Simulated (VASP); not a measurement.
# TiSe2 (P-3m1) in VASP: notebook

Runs on TiSe2. Level: PBEsol. Tasks: single point, relaxation of cell and atoms.

Program: VASP 6.6.1. These are calculated values, not measurements. Logs are shortened: lines on timing, memory, paths and dates and some standing lists are left out, and cuts for length are marked.

## (1) The cell of the first run

The structure is trigonal, space group P-3m1 (No. 164). The conventional cell has a = 3.477 Å, b = 3.477 Å, c = 5.935 Å, α = 90.00°, β = 90.00°, γ = 120.00°. Within 3.3 Å of Ti (site symmetry -3m) lie 6 Se at 2.53 Å. Se (site symmetry 3m) has 3 Ti at 2.53 Å within 3.3 Å.

## (2) Single point, PBEsol

INCAR reads:

```
  PREC = Accurate
  ENCUT = 500
  EDIFF = 1E-6
  ISMEAR = 0
  SIGMA = 0.05
  LREAL = False
  LASPH = True
  NELM = 120
  ALGO = Normal
  ISIF = 2
  LWAVE = False
  LCHARG = False
  GGA = PS
  NBANDS = 19
  GGA_COMPAT = False
```

KPOINTS reads:

```
regular mesh
0
Gamma
  10 10 6
```

POSCAR reads:

```
TiSe2
1.0
    3.4774777008      0.0000000000      0.0000000000
   -1.7387388504      3.0115840300      0.0000000000
    0.0000000000      0.0000000000      5.9349972661
Ti Se
1 2
Direct
    0.0000000000      0.0000000000      0.0000000000
    0.3333333333      0.6666666667      0.2600254337
    0.6666666667      0.3333333333      0.7399745663
```

Potentials or basis: VASP PAW PBE potentials, release 64 (Ti_sv, Se).

Command:

```sh
$ cat potpaw_PBE.64/Ti_sv/POTCAR potpaw_PBE.64/Se/POTCAR > POTCAR
$ mpirun -np 1 vasp_std > vasp.out
```

OUTCAR:

```text
PREC = Accurate
   ENCUT = 500
   EDIFF = 1E-6
   ISMEAR = 0
   LREAL = False
   LASPH = True
   NELM = 120
   ISIF = 2
   GGA = PS

 ion  position               nearest neighbor table
   1  0.000  0.000  0.000-   2 2.53   3 2.53   3 2.53   2 2.53   3 2.53   2 2.53
   2  0.333  0.667  0.260-   1 2.53   1 2.53   1 2.53
   3  0.667  0.333  0.740-   1 2.53   1 2.53   1 2.53

  LATTYP: Found a hexagonal cell.
 ALAT       =     3.4774777008
 C/A-ratio  =     1.7066959954

  Lattice vectors:

 A1 = (   3.4774777008,   0.0000000000,   0.0000000000)
 A2 = (  -1.7387388504,   3.0115840300,   0.0000000000)
 A3 = (   0.0000000000,   0.0000000000,   5.9349972661)

Analysis of symmetry for initial positions (statically):
=====================================================================
 Subroutine PRICEL returns:
 Original cell was already a primitive cell.

 Routine SETGRP: Setting up the symmetry group for a
 hexagonal supercell.

 Subroutine GETGRP returns: Found 12 space group operations
 (whereof 12 operations were pure point group operations)
 out of a pool of 24 trial point group operations.

The static configuration has the point symmetry D_3d.

Analysis of symmetry for dynamics (positions and initial velocities):
=====================================================================
 Subroutine PRICEL returns:
 Original cell was already a primitive cell.

 Routine SETGRP: Setting up the symmetry group for a
 hexagonal supercell.

 Subroutine GETGRP returns: Found 12 space group operations
 (whereof 12 operations were pure point group operations)
 out of a pool of 24 trial point group operations.

The dynamic configuration has the point symmetry D_3d.

 Subroutine INISYM returns: Found 12 space group operations
 (whereof 12 operations are pure point group operations),
 and found     1 'primitive' translations

----------------------------------------------------------------------------------------

                                     Primitive cell

  volume of cell :      62.1555

  direct lattice vectors                    reciprocal lattice vectors
     3.477477701  0.000000000  0.000000000     0.287564748  0.166025585  0.000000000
    -1.738738850  3.011584030  0.000000000     0.000000000  0.332051170  0.000000000
     0.000000000  0.000000000  5.934997266     0.000000000  0.000000000  0.168492074

  length of vectors
     3.477477701  3.477477701  5.934997266     0.332051170  0.332051170  0.168492074

  position of ions in fractional coordinates (direct lattice)
     0.000000000  0.000000000  0.000000000
     0.333333333  0.666666667  0.260025434
     0.666666667  0.333333333  0.739974566

  ion indices of the primitive-cell ions
   primitive index   ion index
                 1           1
                 2           2
                 3           3

----------------------------------------------------------------------------------------

 KPOINTS: regular mesh

Automatic generation of k-mesh.
 Grid dimensions read from file:
 generate k-points for:   10   10    6

 Generating k-lattice:

  Cartesian coordinates                     Fractional coordinates (reciprocal lattice)
     0.028756475  0.016602558  0.000000000     0.100000000  0.000000000  0.000000000
     0.000000000  0.033205117  0.000000000     0.000000000  0.100000000  0.000000000
     0.000000000  0.000000000  0.028082012     0.000000000  0.000000000  0.166666667

  Length of vectors
     0.033205117  0.033205117  0.028082012

  Shift w.r.t. Gamma in fractional coordinates (k-lattice)
     0.000000000  0.000000000  0.000000000

 Subroutine IBZKPT returns following result:
 ===========================================

 Found     72 irreducible k-points:

 Following reciprocal coordinates:
            Coordinates               Weight
  0.000000  0.000000  0.000000      1.000000
  0.100000  0.000000  0.000000      6.000000
  0.200000  0.000000  0.000000      6.000000
  0.300000 -0.000000  0.000000      6.000000
  0.400000  0.000000  0.000000      6.000000
  0.500000  0.000000  0.000000      3.000000
[... 16 lines left out ...]
  0.000000  0.400000  0.166667      6.000000
  0.500000  0.000000  0.166667      6.000000
 [... further k-points ...]
   k-points           NKPTS =     72   k-points in BZ     NKDIM =     72   number of bands    NBANDS=     19
   number of dos      NEDOS =    301   number of ions     NIONS =      3
   total plane-waves  NPLWV =  37632
   dimension x,y,z NGX =    28 NGY =   28 NGZ =   48
   dimension x,y,z NGXF=    56 NGYF=   56 NGZF=   96
   ions per type =               1   2
   NGX,Y,Z   is equivalent  to a cutoff of  13.39, 13.39, 13.45 a.u.
   NGXF,Y,Z  is equivalent  to a cutoff of  26.77, 26.77, 26.89 a.u.
 SYSTEM =  unknown system
   PREC   = accura    normal or accurate (medium, high low for compatibility)
   ISTART =      0    job   : 0-new  1-cont  2-samecut
   ICHARG =      2    charge: 1-file 2-atom 10-const
   ISPIN  =      1    spin polarized calculation?
   LNONCOLLINEAR =      F non collinear calculations
   LSORBIT =      F    spin-orbit coupling
   LASPH  =      T    aspherical Exc in radial PAW
   ENCUT  =  500.0 eV  36.75 Ry    6.06 a.u.   6.34  6.34 10.82*2*pi/ulx,y,z
   NELM   =    120;   NELMIN=  2; NELMDL= -5     # of ELM steps
   EDIFF  = 0.1E-05   stopping-criterion for ELM
   LREAL  =      F    real-space projection
   EDIFFG = 0.1E-04   stopping-criterion for IOM
   NSW    =      0    number of steps for IOM
   IBRION =     -1    ionic relax: 0-MD 1-quasi-New 2-CG
   NFREE  =      0    steps in history (QN), initial steepest desc. (CG)
   ISIF   =      2    stress and relaxation
   ISYM   =      2    0-nonsym 1-usesym 2-fastsym
   POTIM  = 0.5000    time-step for ionic-motion
   TEBEG  =    0.0;   TEEND  =   0.0 temperature during run
   PSTRESS=    0.0 pullay stress
   NELECT =      24.0000    total number of electrons
   NUPDOWN=      -1.0000    fix difference up-down
   EMIN   =  10.00;   EMAX   =-10.00  energy-range for DOS
   EFERMI =   0.00;   METHOD = LEGACY
   ISMEAR =     0;   SIGMA  =   0.05  broadening in eV -4-tet -1-fermi 0-gaus
   EFERMI_NEDOS =   21; number of points for ismear=-14 and -15
   IALGO  =     38    algorithm
   IMIX   =      4    mixing-type and parameters
     AMIX     =   0.40;   BMIX     =  1.00
     AMIX_MAG =   1.60;   BMIX_MAG =  1.00
  volume/ion in A,a.u.               =      20.72       139.82
  Fermi-wavevector in a.u.,A,eV,Ry     =   1.192116  2.252773 19.335801  1.421141
  Thomas-Fermi vector in A             =   2.328162
   LORBIT       =      0    0 simple, 1 ext, 2 COOP (PROOUT), +10 PAW based schemes
   GGA     = PS    functional components
   LHFCALC =     F    Hartree Fock is set to
   AEXX    =    0.0000 exact exchange contribution
   IVDW    =     0    specifies the selected vdW correction
   LEPSILON=     F    determine dielectric tensor
   LRPA    =     F    only Hartree local field effects (RPA)
 non-spin polarized calculation
 Gauss-broadening in eV      SIGMA  =   0.05
  energy-cutoff  :      500.00
  volume of cell :       62.16
 maximum number of plane-waves:      1593
 NGX is ok and might be reduce to    28
   NGX = 13   NGY = 13   NGZ = 21

 number of electron      24.0000000 magnetization

 Free energy of the ion-electron system (eV)
  ---------------------------------------------------
  ext. energy  EPLUGINS =         0.00000000
  ---------------------------------------------------
  free energy    TOTEN  =       -19.46516132 eV

  energy without entropy =      -19.46424984  energy(sigma->0) =      -19.46470558

 E-fermi :   5.0897     XC(G=0): -10.3998

 val. band max:        5.0656637262   @ k =   0.0000   0.1000   0.1667
 cond. band min:       5.1192106386   @ k =   0.0000   0.4000   0.1667
 fundamental gap:      0.0535469123
 Fermi energy:         5.0897482406

 k-point     1 :       0.0000    0.0000    0.0000
  band No.  band energies     occupation
      1     -52.1202      2.00000
      2     -28.4644      2.00000
      3     -28.4410      2.00000
      4     -28.4410      2.00000
      5      -9.0412      2.00000
      6      -7.4923      2.00000
[... 11 lines left out ...]
     18      10.8291      0.00000
     19      11.1468      0.00000

 k-point     2 :       0.1000    0.0000    0.0000
  band No.  band energies     occupation
      1     -52.1193      2.00000
      2     -28.4621      2.00000
      3     -28.4515      2.00000
      4     -28.4434      2.00000
      5      -8.9248      2.00000
      6      -7.4507      2.00000
[... 11 lines left out ...]
     18      11.6081      0.00000
     19      11.8063      0.00000

 k-point     3 :       0.2000    0.0000    0.0000
  band No.  band energies     occupation
      1     -52.1168      2.00000
      2     -28.4790      2.00000
      3     -28.4559      2.00000
      4     -28.4495      2.00000
      5      -8.5955      2.00000
      6      -7.3411      2.00000
[... 11 lines left out ...]
     18      12.3319      0.00000
     19      12.8165      0.00000

 k-point     4 :       0.3000   -0.0000    0.0000
  band No.  band energies     occupation
      1     -52.1138      2.00000
      2     -28.5127      2.00000
      3     -28.4572      2.00000
      4     -28.4484      2.00000
      5      -8.1183      2.00000
      6      -7.2111      2.00000
[... 11 lines left out ...]
     18      12.0423      0.00000
     19      12.5678      0.00000

 k-point     5 :       0.4000    0.0000    0.0000
  band No.  band energies     occupation
      1     -52.1113      2.00000
      2     -28.5397      2.00000
      3     -28.4634      2.00000
      4     -28.4423      2.00000
      5      -7.6185      2.00000
      6      -7.1465      2.00000
[... 11 lines left out ...]
     18      11.6118      0.00000
     19      12.0780      0.00000

 k-point     6 :       0.5000    0.0000    0.0000
  band No.  band energies     occupation
      1     -52.1104      2.00000
      2     -28.5500      2.00000
      3     -28.4657      2.00000
      4     -28.4400      2.00000
      5      -7.2871      2.00000
      6      -7.2380      2.00000
[... 11 lines left out ...]
     18      11.3511      0.00000
     19      12.0864      0.00000

 k-point     7 :       0.1000    0.1000    0.0000
  band No.  band energies     occupation
      1     -52.1176      2.00000
      2     -28.4697      2.00000
      3     -28.4580      2.00000
      4     -28.4483      2.00000
      5      -8.7018      2.00000
      6      -7.3748      2.00000
[... 11 lines left out ...]
     18      12.6285      0.00000
     19      12.6492      0.00000

 k-point     8 :       0.2000    0.1000    0.0000
  band No.  band energies     occupation
      1     -52.1148      2.00000
      2     -28.4984      2.00000
      3     -28.4575      2.00000
      4     -28.4507      2.00000
      5      -8.2970      2.00000
      6      -7.2523      2.00000
[... 256 lines left out ...]
 k-point    20 :       0.3000   -0.0000    0.1667
  band No.  band energies     occupation
      1     -52.1138      2.00000
      2     -28.5127      2.00000
      3     -28.4572      2.00000
      4     -28.4484      2.00000
      5      -8.0396      2.00000
      6      -7.3187      2.00000
[... 11 lines left out ...]
     18      11.7545      0.00000
     19      12.7209      0.00000

 k-point    21 :       0.0000    0.3000    0.1667
  band No.  band energies     occupation
      1     -52.1138      2.00000
      2     -28.5127      2.00000
      3     -28.4572      2.00000
      4     -28.4484      2.00000
      5      -8.0911      2.00000
      6      -7.2432      2.00000
[... 11 lines left out ...]
     18      11.7285      0.00000
     19      11.7603      0.00000

 k-point    22 :       0.4000    0.0000    0.1667
  band No.  band energies     occupation
      1     -52.1113      2.00000
      2     -28.5397      2.00000
      3     -28.4633      2.00000
      4     -28.4423      2.00000
      5      -7.5294      2.00000
      6      -7.2483      2.00000
[... 11 lines left out ...]
     18      10.9959      0.00000
     19      12.2377      0.00000

 k-point    23 :       0.0000    0.4000    0.1667
  band No.  band energies     occupation
      1     -52.1113      2.00000
      2     -28.5397      2.00000
      3     -28.4633      2.00000
      4     -28.4423      2.00000
      5      -7.6456      2.00000
      6      -7.1052      2.00000
[... 11 lines left out ...]
     18      10.9750      0.00000
     19      11.6096      0.00000

 k-point    24 :       0.5000    0.0000    0.1667
  band No.  band energies     occupation
      1     -52.1104      2.00000
      2     -28.5500      2.00000
      3     -28.4657      2.00000
      4     -28.4400      2.00000
      5      -7.3479      2.00000
      6      -7.1695      2.00000
[... 11 lines left out ...]
     18      10.7694      0.00000
     19      11.8506      0.00000

 [... further k-points ...]
[... 5 lines left out ...]
  --------------------------------------------------------------------------------------
  -------------------------------------------------------------------------------------
  Total        0.0583723      0.0583723      0.0702789     -0.0000000      0.0000000      0.0000000
  in kB        1.5046579      1.5046579      1.8115720     -0.0000000      0.0000000      0.0000000
  external PRESSURE =       1.6069626 kB  Pullay stress =       0.0000000 kB

 VOLUME and BASIS-vectors are now :
 -----------------------------------------------------------------------------
  energy-cutoff  :      500.00
  volume of cell :       62.16
      direct lattice vectors                 reciprocal lattice vectors
     3.477477701  0.000000000  0.000000000     0.287564748  0.166025585  0.000000000
    -1.738738850  3.011584030  0.000000000     0.000000000  0.332051170  0.000000000
     0.000000000  0.000000000  5.934997266     0.000000000  0.000000000  0.168492074

 POSITION                                       TOTAL-FORCE (eV/Angst)
 -----------------------------------------------------------------------------------
      0.00000      0.00000      0.00000         0.000000      0.000000      0.000000
     -0.00000      2.00772      1.54325        -0.000000      0.000000      0.026494
      1.73874      1.00386      4.39175        -0.000000     -0.000000     -0.026494
 -----------------------------------------------------------------------------------
    total drift:                               -0.000000      0.000000     -0.000000

  FREE ENERGIE OF THE ION-ELECTRON SYSTEM (eV)
  ---------------------------------------------------
  free  energy   TOTEN  =       -19.4651613197 eV

  energy  without entropy=      -19.4642498377  energy(sigma->0) =      -19.46470558
```

Wall time 94 s (1 thread of Intel Xeon Platinum 8375C at 2.90GHz (Ice Lake), shared host); peak memory 0.23 GiB.

Results:

```yaml
Free_energy: -19.4652 eV
Pressure: 0.2 GPa
Largest_force: 0.026 eV/Å
Band_gap_on_the_k_mesh: zero (band 12 reaches 5.64 eV, above the bottom of band 13 at 4.87 eV)
```

Forces in eV/Å, atoms in the order of the input:
```
Ti   0.000  0.000  0.000
Se   0.000  0.000  0.026
Se   0.000  0.000 -0.026
```

Caveat: the PAW data sets were made with another functional, which shifts forces and pressure a little.

## (3) Relaxation of cell and atoms, PBEsol

This run uses another cell than the first one, of 21.89 Å³/atom, 1.056 times its volume.

INCAR reads:

```
SYSTEM = TiSe2
PREC     = Accurate       ! precision mode
ENCUT    = 500            ! plane-wave cutoff, eV
EDIFF    = 1E-7           ! SCF threshold, eV
ISMEAR   = 0              ! smearing method
SIGMA    = 0.05           ! smearing width, eV
LREAL    = .False.        ! projectors in reciprocal space
LASPH    = .True.         ! aspherical terms in the spheres
NELM     = 120            ! most SCF steps
ALGO     = Normal         ! electronic algorithm
ISIF     = 3              ! what is computed and relaxed
LWAVE    = .False.        ! write WAVECAR
LCHARG   = .False.        ! write CHGCAR
GGA      = PS             ! functional
IBRION   = 2              ! ionic algorithm
NSW      = 80             ! ionic steps
EDIFFG   = -0.01          ! ionic threshold
GGA_COMPAT= .False.      
NELMIN   = 4
```

KPOINTS reads:

```
regular mesh
0
Gamma
  10 10 6
  0 0 0
```

POSCAR reads:

```
TiSe2
1.0
    3.6088233171      0.0000000000      0.0000000000
   -1.8044116585      3.1253326703      0.0000000000
    0.0000000000      0.0000000000      5.8217810115
Ti Se
1 2
Direct
    0.0000000000      0.0000000000      0.0000000000
    0.3333333333      0.6666666667      0.2520000000
    0.6666666667      0.3333333333      0.7480000000
```

Potentials or basis: VASP PAW PBE potentials, release 64 (Ti_sv, Se).

Command:

```sh
$ cat potpaw_PBE.64/Ti_sv/POTCAR potpaw_PBE.64/Se/POTCAR > POTCAR
$ mpirun -np 1 vasp_std > vasp.out
```

It took 10 min on 1 thread of Intel Xeon Platinum 8375C at 2.90GHz (Ice Lake), shared host; peak memory 0.24 GiB.

Results (log left out):

- Free energy: -19.4657 eV
- Relaxed volume: 20.74 Å³/atom
- Relaxed cell: a = 3.481 Å, b = 3.481 Å, c = 5.931 Å, α = 90.00°, β = 90.00°, γ = 120.00°
- Space group after relaxing (to 0.05 Å): P-3m1 (No. 164)
- Energy gained by relaxing: 26.6 meV/atom
- Ionic steps: 10
- Pressure after relaxing: 0.0 GPa
- Largest force after relaxing: 0.009 eV/Å
- Band gap on the k mesh: zero (band 12 reaches 5.63 eV, above the bottom of band 13 at 4.86 eV)

Forces in eV/Å, atoms in the order of the input:
```
Ti   0.000  0.000  0.000
Se   0.000  0.000  0.009
Se   0.000  0.000 -0.009
```

Stress tensor (GPa, compression positive):
```
-0.02  0.00  0.00
 0.00 -0.02  0.00
 0.00  0.00  0.07
```

Step by step:
```
step  energy change (eV)  largest force (eV/Å)  pressure (GPa)  volume (Å³)
   1              0.0000                0.2636           -1.97        65.66
   2             -0.0609                0.3738            0.68        63.11
   3             -0.0655                0.4082            1.67        62.27
   4             -0.0731                0.2020           -1.20        63.22
   5             -0.0789                0.0298           -0.08        62.84
   6             -0.0789                0.0369           -0.05        62.83
   7             -0.0791                0.0341           -0.05        62.77
   8             -0.0795                0.0256           -0.03        62.58
   9             -0.0798                0.0077            0.01        62.21
  10             -0.0798                0.0089            0.01        62.23
```

Final structure:
```
Ti Se
1.0
     3.48076    0.00000    0.00000
    -1.74038    3.01443    0.00000
     0.00000    0.00000    5.93075
Ti Se
1 2
Direct
  0.00000 0.00000 0.00000
  0.33333 0.66667 0.26022
  0.66667 0.33333 0.73978
```

Levels at points of the mesh, in eV from the Fermi level:
| k point | band 8 | band 9 | band 10 | band 11 | band 12 | band 13 | band 14 | band 15 | band 16 |
| --- | --- | --- | --- | --- | --- | --- | --- | --- | --- |
| (0.00, 0.00, 0.00) | -2.21 | -2.21 | 0.32 | 0.55 | 0.55 | 0.62 | 0.68 | 0.68 | 3.47 |
| (0.50, 0.00, 0.00) | -3.86 | -2.82 | -2.82 | -2.21 | -1.31 | 0.09 | 1.52 | 1.94 | 3.33 |
| (0.00, 0.00, 0.50) | -2.79 | -2.14 | -2.14 | 0.41 | 0.41 | 0.53 | 0.53 | 1.32 | 3.86 |
| (0.50, 0.00, 0.50) | -4.76 | -2.78 | -2.47 | -1.13 | -0.83 | -0.22 | 1.52 | 1.91 | 3.22 |

Caveat: the PAW data sets were made with another functional, which shifts forces and pressure a little; this functional lacks dispersion, which binds the layers, so the pressure and a relaxed spacing across them are unreliable.
